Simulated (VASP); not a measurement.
# InSb (F-43m) in VASP: elastic constants with PBEsol

Aim: the elastic constants of InSb with PBEsol.

All numbers are computed with VASP 6.6.1; they aren't measurements. Logs are shortened: lines on timing, memory, paths and dates and some standing lists are left out, and cuts for length are marked.

### Step 1. The cell of the first run

Symmetry: F-43m, No. 216, cubic system. The conventional cell has a = 6.232 Å, b = 6.232 Å, c = 6.232 Å, α = 90.00°, β = 90.00°, γ = 90.00°. In (site symmetry -43m) has 4 Sb at 2.70 Å within 3.6 Å. Within 3.6 Å of Sb (site symmetry -43m) lie 4 In at 2.70 Å.

### Step 2. Elastic constants, PBEsol

INCAR

```
PREC = Accurate ; ENCUT = 600
EDIFF = 1E-8 ; ISMEAR = 0
SIGMA = 0.01 ; LREAL = F
LASPH = T ; NELM = 60
ALGO = Normal ; ISIF = 3
LWAVE = F ; LCHARG = F
GGA = PS ; NBANDS = 16
IBRION = 6 ; NFREE = 2
POTIM = 0.015 ; NSW = 1
```

KPOINTS

```
regular mesh
0
Gamma
  12 12 12
```

POSCAR

```
InSb
1.0
    0.0000000000      3.1160331844      3.1160331844
    3.1160331844      0.0000000000      3.1160331844
    3.1160331844      3.1160331844      0.0000000000
In Sb
1 1
Direct
    0.0000000000      0.0000000000      0.0000000000
    0.7500000000      0.7500000000      0.7500000000
```

Potentials or basis: VASP PAW PBE potentials, release 64 (In_d, Sb).

Command:

```bash
$ cat potpaw_PBE.64/In_d/POTCAR potpaw_PBE.64/Sb/POTCAR > POTCAR
$ mpirun -np 1 vasp_std > vasp.out
```

OUTCAR:

```text
PREC = Accurate
   ENCUT = 600
   EDIFF = 1E-8
   ISMEAR = 0
   LREAL = F
   LASPH = T
   NELM = 60
   ISIF = 3
   GGA = PS
   IBRION = 6
   NFREE = 2
   POTIM = 0.015
   NSW = 1

 ion  position               nearest neighbor table
   1  0.000  0.000  0.000-   2 2.70   2 2.70   2 2.70   2 2.70
   2  0.750  0.750  0.750-   1 2.70   1 2.70   1 2.70   1 2.70

  LATTYP: Found a face centered cubic cell.
 ALAT       =     6.2320663688

  Lattice vectors:

 A1 = (   0.0000000000,   3.1160331844,   3.1160331844)
 A2 = (   3.1160331844,   0.0000000000,   3.1160331844)
 A3 = (   3.1160331844,   3.1160331844,   0.0000000000)

Analysis of symmetry for initial positions (statically):
=====================================================================
 Subroutine PRICEL returns:
 Original cell was already a primitive cell.

 Routine SETGRP: Setting up the symmetry group for a
 face centered cubic supercell.

 Subroutine GETGRP returns: Found 24 space group operations
 (whereof 24 operations were pure point group operations)
 out of a pool of 48 trial point group operations.

The static configuration has the point symmetry T_d .

Analysis of symmetry for dynamics (positions and initial velocities):
=====================================================================
 Subroutine PRICEL returns:
 Original cell was already a primitive cell.

 Routine SETGRP: Setting up the symmetry group for a
 face centered cubic supercell.

 Subroutine GETGRP returns: Found 24 space group operations
 (whereof 24 operations were pure point group operations)
 out of a pool of 48 trial point group operations.

The dynamic configuration has the point symmetry T_d .

 Subroutine INISYM returns: Found 24 space group operations
 (whereof 24 operations are pure point group operations),
 and found     1 'primitive' translations

----------------------------------------------------------------------------------------

                                     Primitive cell

  volume of cell :      60.5113

  direct lattice vectors                    reciprocal lattice vectors
     0.000000000  3.116033184  3.116033184    -0.160460422  0.160460422  0.160460422
     3.116033184  0.000000000  3.116033184     0.160460422 -0.160460422  0.160460422
     3.116033184  3.116033184  0.000000000     0.160460422  0.160460422 -0.160460422

  length of vectors
     4.406736390  4.406736390  4.406736390     0.277925604  0.277925604  0.277925604

  position of ions in fractional coordinates (direct lattice)
     0.000000000  0.000000000  0.000000000
     0.750000000  0.750000000  0.750000000

  ion indices of the primitive-cell ions
   primitive index   ion index
                 1           1
                 2           2

----------------------------------------------------------------------------------------

 KPOINTS: regular mesh

Automatic generation of k-mesh.
 Grid dimensions read from file:
 generate k-points for:   12   12   12

 Generating k-lattice:

  Cartesian coordinates                     Fractional coordinates (reciprocal lattice)
    -0.013371702  0.013371702  0.013371702     0.083333333  0.000000000  0.000000000
     0.013371702 -0.013371702  0.013371702     0.000000000  0.083333333  0.000000000
     0.013371702  0.013371702 -0.013371702     0.000000000  0.000000000  0.083333333

[... 102 lines left out ...]
  ---------------------------------------------------
  free energy    TOTEN  =        -7.50656371 eV

  energy without entropy =       -7.50656371  energy(sigma->0) =       -7.50656371

------------------------ aborting loop because EDIFF is reached ----------------------------------------

  FORCE on cell =-STRESS in cart. coord.  units (eV):
  Direction    XX          YY          ZZ          XY          YZ          ZX
  --------------------------------------------------------------------------------------
  -------------------------------------------------------------------------------------
  Total        3.0392502      3.0392502      3.0392502      0.0000000      0.0000000      0.0000000
  in kB       80.4712634     80.4712634     80.4712634      0.0000000      0.0000000      0.0000000
  external PRESSURE =      80.4712634 kB  Pullay stress =       0.0000000 kB
[... 89 lines left out ...]
  FREE ENERGIE OF THE ION-ELECTRON SYSTEM (eV)
  ---------------------------------------------------
  free  energy   TOTEN  =        -7.4569238238 eV

  energy  without entropy=       -7.4569238238  energy(sigma->0) =       -7.45692382

[... ionic steps 4 to 14 ...]

--------------------------------------- Ionic step       15  -------------------------------------------

 number of electron      17.9999999 magnetization

------------------------ aborting loop because EDIFF is reached ----------------------------------------
[... 67 lines left out ...]
--------------------------------------- Ionic step       17  -------------------------------------------

 number of electron      17.9999998 magnetization

 Free energy of the ion-electron system (eV)
  ---------------------------------------------------
  ext. energy  EPLUGINS =         0.00000000
  ---------------------------------------------------
  free energy    TOTEN  =        -7.50551074 eV

  energy without entropy =       -7.50551074  energy(sigma->0) =       -7.50551074

 E-fermi :   6.4172     XC(G=0):  -9.3759

 val. band max:        6.3202931870   @ k =   0.0000   0.0000   0.0000
 cond. band min:       6.7105137628   @ k =   0.0000   0.0000   0.0000
 fundamental gap:      0.3902205758
 Fermi energy:         6.4172169680

 k-point     1 :       0.0000    0.0000    0.0000
  band No.  band energies     occupation
      1      -8.5730      2.00000
      2      -8.5692      2.00000
      3      -8.5649      2.00000
      4      -8.4435      2.00000
      5      -8.4434      2.00000
      6      -5.2788      2.00000
[... 433 lines left out ...]
      3      -8.5313      2.00000
      4      -8.4467      2.00000
      5      -8.4418      2.00000
      6      -3.4005      2.00000
[... 8 lines left out ...]
     15      14.7395      0.00000
     16      14.9960      0.00000

 [... further k-points ...]

------------------------ aborting loop because EDIFF is reached ----------------------------------------

  FORCE on cell =-STRESS in cart. coord.  units (eV):
  Direction    XX          YY          ZZ          XY          YZ          ZX
  --------------------------------------------------------------------------------------
  -------------------------------------------------------------------------------------
  Total        3.0383174      3.0417935      3.0417935      0.0000000     -0.1908501      0.0000000
  in kB       80.4465655     80.5386038     80.5386038      0.0000000     -5.0532040      0.0000000
  external PRESSURE =      80.5079244 kB  Pullay stress =       0.0000000 kB
[... 17 lines left out ...]
  FREE ENERGIE OF THE ION-ELECTRON SYSTEM (eV)
  ---------------------------------------------------
  free  energy   TOTEN  =        -7.5055107410 eV

  energy  without entropy=       -7.5055107410  energy(sigma->0) =       -7.50551074

 INTERNAL STRAIN TENSORS FROM STRAINED CELLS
 ============================================

 INTERNAL STRAIN TENSOR FOR ION    1 for displacements in x,y,z  (eV/Angst):
          X           Y           Z          XY          YZ          ZX
  --------------------------------------------------------------------------------
  x     0.00000     0.00000    -0.00000    -0.00000   -12.74034     0.00000
  y    -0.00000     0.00000    -0.00000    -0.00000     0.00000   -12.74030
  z    -0.00000     0.00000     0.00000   -12.74047     0.00000     0.00000

 INTERNAL STRAIN TENSORS FROM DISPLACED ATOMS
 ============================================

 INTERNAL STRAIN TENSOR FOR ION    1 for displacements in x,y,z  (eV/Angst):
          X           Y           Z          XY          YZ          ZX
  --------------------------------------------------------------------------------
  x     0.00000     0.00000     0.00000     0.00000   -12.73036     0.00000
  y    -0.00000    -0.00000    -0.00000     0.00000     0.00000   -12.73036
  z     0.00000     0.00000     0.00000   -12.73036     0.00000     0.00000

 INTERNAL STRAIN TENSOR FOR ION    2 for displacements in x,y,z  (eV/Angst):
          X           Y           Z          XY          YZ          ZX
  --------------------------------------------------------------------------------
  x     0.00000    -0.00000    -0.00000     0.00000    12.72763     0.00000
  y     0.00000     0.00000     0.00000     0.00000     0.00000    12.72763
  z    -0.00000    -0.00000     0.00000    12.72763     0.00000     0.00000

 Eigenvectors and eigenvalues of the dynamical matrix
 ----------------------------------------------------

   1 f  =    6.221719 THz    39.092212 2PiTHz  207.534202 cm-1    25.730950 meV
             X         Y         Z           dx          dy          dz
      0.000000  0.000000  0.000000     0.000000    0.717394    0.000000
      4.674050  4.674050  4.674050     0.000000   -0.696667    0.000000
[... 21 lines left out ...]
   6 f/i=    0.000050 THz     0.000313 2PiTHz    0.001660 cm-1     0.000206 meV
             X         Y         Z           dx          dy          dz
      0.000000  0.000000  0.000000     0.000000    0.000000   -0.696667
      4.674050  4.674050  4.674050     0.000000    0.000000   -0.717394

--------------------------------------------------------------------------------------------------------

 ELASTIC MODULI CONTR FROM IONIC RELAXATION (kBar)
 Direction    XX          YY          ZZ          XY          YZ          ZX
 --------------------------------------------------------------------------------
 XX          -0.0000     -0.0000     -0.0000      0.0000      0.0000     -0.0000
 YY          -0.0000     -0.0000     -0.0000      0.0000      0.0000     -0.0000
 ZZ          -0.0000     -0.0000     -0.0000      0.0000      0.0000     -0.0000
 XY           0.0000      0.0000      0.0000   -458.3703      0.0000      0.0000
 YZ           0.0000      0.0000      0.0000      0.0000   -458.3703     -0.0000
 ZX          -0.0000     -0.0000     -0.0000     -0.0000     -0.0000   -458.3703
 --------------------------------------------------------------------------------

 TOTAL ELASTIC MODULI (kBar)
 Direction    XX          YY          ZZ          XY          YZ          ZX
 --------------------------------------------------------------------------------
 XX         867.8605    626.8693    626.8693      0.0000      0.0000     -0.0000
 YY         626.8693    867.8605    626.8693      0.0000      0.0000     -0.0000
 ZZ         626.8693    626.8693    867.8605      0.0000      0.0000     -0.0000
 XY           0.0000      0.0000      0.0000    273.8316      0.0000      0.0000
 YZ           0.0000      0.0000      0.0000      0.0000    273.8316     -0.0000
 ZX          -0.0000     -0.0000     -0.0000     -0.0000     -0.0000    273.8316
 --------------------------------------------------------------------------------
```

It took 24 min on 1 thread of Intel Xeon 6975P-C (Granite Rapids), shared host; peak memory 0.95 GiB.

Results:

```
Elastic constants C11, C12, C44                         : 87, 63, 27 GPa
Voigt bulk modulus                                      : 71 GPa
Highest phonon frequency at Γ, LO-TO splitting left out : 208 cm⁻¹
```

Phonon frequencies in cm⁻¹ (negative: imaginary):
| q point | frequencies |
| --- | --- |
| (0.000, 0.000, 0.000) | 0 0 0 208 208 208 |

Elastic tensor in Voigt notation (GPa, in the Cartesian axes of the cell as first typed):
```
87 63 63  0  0  0
63 87 63  0  0  0
63 63 87  0  0  0
 0  0  0 27  0  0
 0  0  0  0 27  0
 0  0  0  0  0 27
```

Clamped-ion elastic tensor (GPa):
```
87 63 63  0  0  0
63 87 63  0  0  0
63 63 87  0  0  0
 0  0  0 73  0  0
 0  0  0  0 73  0
 0  0  0  0  0 73
```

Caveat: the cell is under stress, which shifts elastic constants; the PAW data sets were made with another functional, which shifts forces and pressure a little; spin-orbit coupling is left out, which moves the levels of the heavy elements.
